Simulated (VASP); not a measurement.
# Ge (P6_3/mmc) in VASP: notebook

Runs on Ge. Level: LDA. Tasks: relaxation of cell and atoms.

Everything below comes from runs of VASP 6.6.1. Logs are shortened: lines on timing, memory, paths and dates and some standing lists are left out, and cuts for length are marked.

### 1 The cell of the first run

The structure is hexagonal, space group P6_3/mmc (No. 194). The conventional cell has a = 4.065 Å, b = 4.065 Å, c = 13.343 Å, α = 90.00°, β = 90.00°, γ = 120.00°. Ge (site symmetry 3m) has 4 Ge at 2.49 Å within 3.3 Å. Within 3.3 Å of Ge (site symmetry 3m) lie 4 Ge at 2.49 to 2.51 Å.

### 2 Relaxation of cell and atoms, LDA

Contents of INCAR:

```
  PREC = Accurate
  ENCUT = 600
  EDIFF = 1E-6
  ISMEAR = -1
  SIGMA = 0.02
  LREAL = False
  LASPH = True
  NELM = 60
  ALGO = Normal
  ISIF = 3
  LWAVE = False
  LCHARG = False
  IBRION = 2
  NSW = 80
  EDIFFG = -0.005
```

Contents of KPOINTS:

```
Automatic mesh
0
Gamma
  6 6 2
```

Contents of POSCAR:

```
Ge
1.0
    4.0650646554      0.0000000000      0.0000000000
   -2.0325323277      3.5204492596      0.0000000000
    0.0000000000      0.0000000000     13.3425007292
Ge
8
Direct
    0.0000000000      0.0000000000      0.0006019169
    0.3333333333      0.6666666667      0.2496098154
    0.0000000000      0.0000000000      0.5006019169
    0.6666666667      0.3333333333      0.7496098154
    0.0000000000      0.0000000000      0.1868980831
    0.3333333333      0.6666666667      0.4378901846
    0.0000000000      0.0000000000      0.6868980831
    0.6666666667      0.3333333333      0.9378901846
```

Potentials or basis: VASP PAW LDA potentials, release 64 (Ge_d).

The run is started by

```bash
> cat potpaw_LDA.64/Ge_d/POTCAR > POTCAR
> mpirun -np 1 vasp_std > vasp.out
```

OUTCAR:

```text
PREC = Accurate
   ENCUT = 600
   EDIFF = 1E-6
   ISMEAR = -1
   LREAL = False
   LASPH = True
   NELM = 60
   ISIF = 3
   IBRION = 2
   NSW = 80
   EDIFFG = -0.005

 ion  position               nearest neighbor table
   1  0.000  0.000  0.001-   5 2.49   8 2.49   8 2.49   8 2.49
   2  0.333  0.667  0.250-   5 2.49   5 2.49   5 2.49   6 2.51
   3  0.000  0.000  0.501-   7 2.49   6 2.49   6 2.49   6 2.49
   4  0.667  0.333  0.750-   7 2.49   7 2.49   7 2.49   8 2.51
   5  0.000  0.000  0.187-   1 2.49   2 2.49   2 2.49   2 2.49
   6  0.333  0.667  0.438-   3 2.49   3 2.49   3 2.49   2 2.51
   7  0.000  0.000  0.687-   3 2.49   4 2.49   4 2.49   4 2.49
   8  0.667  0.333  0.938-   1 2.49   1 2.49   1 2.49   4 2.51

  LATTYP: Found a hexagonal cell.
 ALAT       =     4.0650646554
 C/A-ratio  =     3.2822357970

  Lattice vectors:

 A1 = (   4.0650646554,   0.0000000000,   0.0000000000)
 A2 = (  -2.0325323277,   3.5204492596,   0.0000000000)
 A3 = (   0.0000000000,   0.0000000000,  13.3425007292)

Analysis of symmetry for initial positions (statically):
=====================================================================
 Subroutine PRICEL returns:
 Original cell was already a primitive cell.

 Routine SETGRP: Setting up the symmetry group for a
 hexagonal supercell.

 Subroutine GETGRP returns: Found 24 space group operations
 (whereof  6 operations were pure point group operations)
 out of a pool of 24 trial point group operations.

The static configuration has the point symmetry C_3v.
 The point group associated with its full space group is D_6h.

Analysis of symmetry for dynamics (positions and initial velocities):
=====================================================================
 Subroutine PRICEL returns:
 Original cell was already a primitive cell.

 Routine SETGRP: Setting up the symmetry group for a
 hexagonal supercell.

 Subroutine GETGRP returns: Found 24 space group operations
 (whereof  6 operations were pure point group operations)
 out of a pool of 24 trial point group operations.

The dynamic configuration has the point symmetry C_3v.
 The point group associated with its full space group is D_6h.

 Subroutine INISYM returns: Found 24 space group operations
 (whereof  6 operations are pure point group operations),
 and found     1 'primitive' translations

----------------------------------------------------------------------------------------

                                     Primitive cell

  volume of cell :     190.9426

  direct lattice vectors                    reciprocal lattice vectors
     4.065064655  0.000000000  0.000000000     0.245998547  0.142027328  0.000000000
    -2.032532328  3.520449260  0.000000000     0.000000000  0.284054655  0.000000000
     0.000000000  0.000000000 13.342500729     0.000000000  0.000000000  0.074948469

  length of vectors
     4.065064655  4.065064655 13.342500729     0.284054655  0.284054655  0.074948469

  position of ions in fractional coordinates (direct lattice)
     0.000000000  0.000000000  0.000601917
     0.333333333  0.666666667  0.249609815
     0.000000000  0.000000000  0.500601917
     0.666666667  0.333333333  0.749609815
     0.000000000  0.000000000  0.186898083
     0.333333333  0.666666667  0.437890185
     0.000000000  0.000000000  0.686898083
     0.666666667  0.333333333  0.937890185

  ion indices of the primitive-cell ions
   primitive index   ion index
                 1           1
                 2           2
                 3           3
                 4           4
                 5           5
                 6           6
                 7           7
                 8           8

----------------------------------------------------------------------------------------

 KPOINTS: Automatic mesh

Automatic generation of k-mesh.
 Grid dimensions read from file:
 generate k-points for:    6    6    2

 Generating k-lattice:

  Cartesian coordinates                     Fractional coordinates (reciprocal lattice)
     0.040999758  0.023671221  0.000000000     0.166666667  0.000000000  0.000000000
     0.000000000  0.047342443  0.000000000     0.000000000  0.166666667  0.000000000
     0.000000000  0.000000000  0.037474234     0.000000000  0.000000000  0.500000000

  Length of vectors
     0.047342443  0.047342443  0.037474234

  Shift w.r.t. Gamma in fractional coordinates (k-lattice)
     0.000000000  0.000000000  0.000000000

 Subroutine IBZKPT returns following result:
 ===========================================

 Found     14 irreducible k-points:

 Following reciprocal coordinates:
            Coordinates               Weight
  0.000000  0.000000  0.000000      1.000000
  0.166667  0.000000  0.000000      6.000000
  0.333333 -0.000000  0.000000      6.000000
  0.500000  0.000000  0.000000      3.000000
  0.166667  0.166667  0.000000      6.000000
  0.333333  0.166667  0.000000     12.000000
  0.333333  0.333333  0.000000      2.000000
  0.000000  0.000000  0.500000      1.000000
  0.166667  0.000000  0.500000      6.000000
  0.333333 -0.000000  0.500000      6.000000
  0.500000  0.000000  0.500000      3.000000
  0.166667  0.166667  0.500000      6.000000
  0.333333  0.166667  0.500000     12.000000
  0.333333  0.333333  0.500000      2.000000
   k-points           NKPTS =     14   k-points in BZ     NKDIM =     14   number of bands    NBANDS=     67
   number of dos      NEDOS =    301   number of ions     NIONS =      8
   total plane-waves  NPLWV = 110592
   dimension x,y,z NGX =    32 NGY =   32 NGZ =  108
   dimension x,y,z NGXF=    64 NGYF=   64 NGZF=  216
   ions per type =               8
   NGX,Y,Z   is equivalent  to a cutoff of  13.09, 13.09, 13.46 a.u.
   NGXF,Y,Z  is equivalent  to a cutoff of  26.17, 26.17, 26.91 a.u.
 SYSTEM =  unknown system
   PREC   = accura    normal or accurate (medium, high low for compatibility)
   ISTART =      0    job   : 0-new  1-cont  2-samecut
   ICHARG =      2    charge: 1-file 2-atom 10-const
   ISPIN  =      1    spin polarized calculation?
   LNONCOLLINEAR =      F non collinear calculations
   LSORBIT =      F    spin-orbit coupling
   LASPH  =      T    aspherical Exc in radial PAW
   ENCUT  =  600.0 eV  44.10 Ry    6.64 a.u.   8.12  8.12 26.65*2*pi/ulx,y,z
   NELM   =     60;   NELMIN=  2; NELMDL= -5     # of ELM steps
   EDIFF  = 0.1E-05   stopping-criterion for ELM
   LREAL  =      F    real-space projection
   EDIFFG = -.5E-02   stopping-criterion for IOM
   NSW    =     80    number of steps for IOM
   IBRION =      2    ionic relax: 0-MD 1-quasi-New 2-CG
   NFREE  =      1    steps in history (QN), initial steepest desc. (CG)
   ISIF   =      3    stress and relaxation
   ISYM   =      2    0-nonsym 1-usesym 2-fastsym
   POTIM  = 0.5000    time-step for ionic-motion
   TEBEG  =    0.0;   TEEND  =   0.0 temperature during run
   PSTRESS=    0.0 pullay stress
   NELECT =     112.0000    total number of electrons
   NUPDOWN=      -1.0000    fix difference up-down
   EMIN   =  10.00;   EMAX   =-10.00  energy-range for DOS
   EFERMI =   0.00;   METHOD = LEGACY
   ISMEAR =    -1;   SIGMA  =   0.02  broadening in eV -4-tet -1-fermi 0-gaus
   EFERMI_NEDOS =   21; number of points for ismear=-14 and -15
   IALGO  =     38    algorithm
   IMIX   =      4    mixing-type and parameters
     AMIX     =   0.40;   BMIX     =  1.00
     AMIX_MAG =   1.60;   BMIX_MAG =  1.00
  volume/ion in A,a.u.               =      23.87       161.07
  Fermi-wavevector in a.u.,A,eV,Ry     =   1.370398  2.589676 25.551598  1.877989
  Thomas-Fermi vector in A             =   2.496187
   LORBIT       =      0    0 simple, 1 ext, 2 COOP (PROOUT), +10 PAW based schemes
   GGA     = CA    functional components
   LHFCALC =     F    Hartree Fock is set to
   AEXX    =    0.0000 exact exchange contribution
   IVDW    =     0    specifies the selected vdW correction
   LEPSILON=     F    determine dielectric tensor
   LRPA    =     F    only Hartree local field effects (RPA)
 conjugate gradient relaxation of ions
 non-spin polarized calculation
  energy-cutoff  :      600.00
  volume of cell :      190.94
 maximum number of plane-waves:      6394
   NGX = 17   NGY = 17   NGZ = 53

--------------------------------------- Ionic step        1  -------------------------------------------

 number of electron     112.0000011 magnetization

 Free energy of the ion-electron system (eV)
  ---------------------------------------------------
  ext. energy  EPLUGINS =         0.00000000
  ---------------------------------------------------
  free energy    TOTEN  =       -41.23754911 eV

  energy without entropy =      -41.23646483  energy(sigma->0) =      -41.23700697

 E-fermi :   4.1846     XC(G=0): -10.0385

 val. band max:        4.0288895860   @ k =   0.0000   0.0000   0.0000
 cond. band min:       4.1887189169   @ k =   0.0000   0.0000   0.0000
 fundamental gap:      0.1598293308
 Fermi energy:         4.1846139244

 k-point     1 :       0.0000    0.0000    0.0000
  band No.  band energies     occupation
      1     -20.6738      2.00000
      2     -20.6738      2.00000
      3     -20.6657      2.00000
      4     -20.6657      2.00000
      5     -20.6618      2.00000
      6     -20.6618      2.00000
[... 1088 lines left out ...]
  FREE ENERGIE OF THE ION-ELECTRON SYSTEM (eV)
  ---------------------------------------------------
  free  energy   TOTEN  =       -41.4204329759 eV

  energy  without entropy=      -41.4190193352  energy(sigma->0) =      -41.41972616

[... ionic steps 4 to 19 ...]

--------------------------------------- Ionic step       20  -------------------------------------------

 number of electron     112.0000008 magnetization

------------------------ aborting loop because EDIFF is reached ----------------------------------------

  FORCE on cell =-STRESS in cart. coord.  units (eV):
  Direction    XX          YY          ZZ          XY          YZ          ZX
  --------------------------------------------------------------------------------------
  -------------------------------------------------------------------------------------
  Total       -0.0452781     -0.0452781     -0.0718659      0.0000000      0.0000000      0.0000000
  in kB       -0.4079403     -0.4079403     -0.6474874      0.0000000      0.0000000      0.0000000
  external PRESSURE =      -0.4877893 kB  Pullay stress =       0.0000000 kB
[... 69 lines left out ...]
  energy  without entropy=      -41.4191230816  energy(sigma->0) =      -41.41984433

--------------------------------------- Ionic step       22  -------------------------------------------

 number of electron     112.0000008 magnetization

 Free energy of the ion-electron system (eV)
  ---------------------------------------------------
  ext. energy  EPLUGINS =         0.00000000
  ---------------------------------------------------
  free energy    TOTEN  =       -41.42056471 eV

  energy without entropy =      -41.41912077  energy(sigma->0) =      -41.41984274

 E-fermi :   4.9718     XC(G=0): -10.3722

 val. band max:        4.9363760975   @ k =   0.0000   0.0000   0.0000
 cond. band min:       4.9780269342   @ k =   0.0000   0.0000   0.0000
 fundamental gap:      0.0416508366
 Fermi energy:         4.9718296425

 k-point     1 :       0.0000    0.0000    0.0000
  band No.  band energies     occupation
      1     -20.0939      2.00000
      2     -20.0939      2.00000
      3     -20.0845      2.00000
      4     -20.0845      2.00000
      5     -20.0796      2.00000
      6     -20.0796      2.00000
[... 1004 lines left out ...]
  FREE ENERGIE OF THE ION-ELECTRON SYSTEM (eV)
  ---------------------------------------------------
  free  energy   TOTEN  =       -41.4205647108 eV

  energy  without entropy=      -41.4191207687  energy(sigma->0) =      -41.41984274

 reached required accuracy - stopping structural energy minimisation
```

It took 17 min on 1 thread of Intel Xeon 6975P-C (Granite Rapids), shared host; peak memory 0.33 GiB.

Results:

```
Free energy                            : -41.4206 eV
Relaxed volume                         : 22.23 Å³/atom
Relaxed cell                           : a = 3.975 Å, b = 3.975 Å, c = 12.996 Å, α = 90.00°, β = 90.00°, γ = 120.00°
Space group after relaxing (to 0.05 Å) : P6_3/mmc (No. 194)
Energy gained by relaxing              : 22.9 meV/atom
Ionic steps                            : 22
Pressure after relaxing                : 0.0 GPa
Largest force after relaxing           : 0.005 eV/Å
Band gap on the k mesh                 : zero (filled and empty bands touch)
```

Forces on the atoms (eV/Å):
```
Ge   0.000  0.000 -0.002
Ge   0.000  0.000 -0.005
Ge   0.000  0.000 -0.002
Ge   0.000  0.000 -0.005
Ge   0.000  0.000  0.002
Ge   0.000  0.000  0.005
Ge   0.000  0.000  0.002
Ge   0.000  0.000  0.005
```

Step by step:
```tsv
step	energy change (eV)	largest force (eV/Å)	pressure (GPa)	volume (Å³)
1	0.0000	0.0399	-4.21	190.94
2	-0.1667	0.0306	1.71	174.12
3	-0.1829	0.0227	0.16	177.92
4	-0.1825	0.0221	-0.24	178.34
5	-0.1826	0.0032	-0.20	178.30
6	-0.1827	0.0106	-0.20	178.27
7	-0.1828	0.0027	-0.17	178.19
8	-0.1830	0.0049	-0.16	177.95
9	-0.1829	0.0148	0.10	177.49
10	-0.1830	0.0087	0.08	177.68
11	-0.1830	0.0062	0.10	177.82
12	-0.1830	0.0044	-0.04	177.89
13	-0.1830	0.0065	0.05	177.87
14	-0.1830	0.0054	-0.11	177.88
15	-0.1830	0.0013	0.13	177.83
16	-0.1830	0.0071	-0.12	177.84
17	-0.1830	0.0033	-0.05	177.83
18	-0.1830	0.0026	-0.05	177.83
19	-0.1830	0.0017	-0.06	177.83
20	-0.1830	0.0015	-0.05	177.83
21	-0.1830	0.0046	0.08	177.81
22	-0.1830	0.0047	-0.03	177.81
```

Final structure:
```
Ge
1.0
     3.97480    0.00000    0.00000
    -1.98740    3.44228    0.00000
     0.00000    0.00000   12.99561
Ge
8
Direct
  0.00000 0.00000 0.00038
  0.33333 0.66667 0.24949
  0.00000 0.00000 0.50038
  0.66667 0.33333 0.74949
  0.00000 0.00000 0.18712
  0.33333 0.66667 0.43801
  0.00000 0.00000 0.68712
  0.66667 0.33333 0.93801
```

Levels at points of the mesh, in eV from the Fermi level:
```
           k point  band 53  band 54  band 55  band 56  band 57  band 58  band 59  band 60
(0.00, 0.00, 0.00)    -0.91    -0.16    -0.04     0.01     0.01     0.02     0.41     0.74
(0.50, 0.00, 0.00)    -2.51    -2.47    -1.88    -1.50     0.18     0.28     0.46     1.31
(0.00, 0.00, 0.50)    -0.35    -0.35    -0.35    -0.35     0.07     0.07     1.12     1.12
(0.50, 0.00, 0.50)    -2.69    -2.69    -1.86    -1.86     0.53     0.53     1.24     1.24
```

[end of part 1 of 2]
